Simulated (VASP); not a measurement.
A run of VASP 6.6.1 is set up as follows.

File INCAR:

```
SYSTEM = FePt
ALGO = Normal
EDIFF = 1E-7
ENCUT = 520
GGA = PE
ISIF = 2
ISMEAR = -1
ISPIN = 2
LASPH = .TRUE.
LCHARG = .TRUE.
LELF = .TRUE.
LMAXMIX = 4
LORBIT = 11
LREAL = .FALSE.
LVHAR = .TRUE.
LWAVE = .FALSE.
MAGMOM = 0.94 -0.02
NBANDS = 20
NELM = 150
NUPDOWN = 0.8
PREC = Accurate
SIGMA = 0.1
```

File KPOINTS:

```
k-points
0
G
  12 12 9
  0 0 0
```

File POSCAR:

```
FePt
1.0
    2.7235000000      0.0000000000      0.0000000000
    0.0000000000      2.7235000000      0.0000000000
    0.0000000000      0.0000000000      3.7200000000
Fe Pt
1 1
Direct
    0.0000000000      0.0000000000      0.0000000000
    0.5000000000      0.5000000000      0.5000000000
```

Potentials or basis: VASP PAW PBE potentials, release 64 (Fe, Pt).

Run with:

```bash
$ cat potpaw_PBE.64/Fe/POTCAR potpaw_PBE.64/Pt/POTCAR > POTCAR
$ mpirun -np 1 vasp_std > vasp.out
```

**Question.** What does it give for the pressure?

**Answer.** -10.9 GPa.

Stress tensor (GPa, compression positive):
```
-12.32   0.00   0.00
  0.00 -12.32   0.00
  0.00   0.00  -8.11
```

Caveat: the total moment is fixed, so each spin has its own Fermi level.
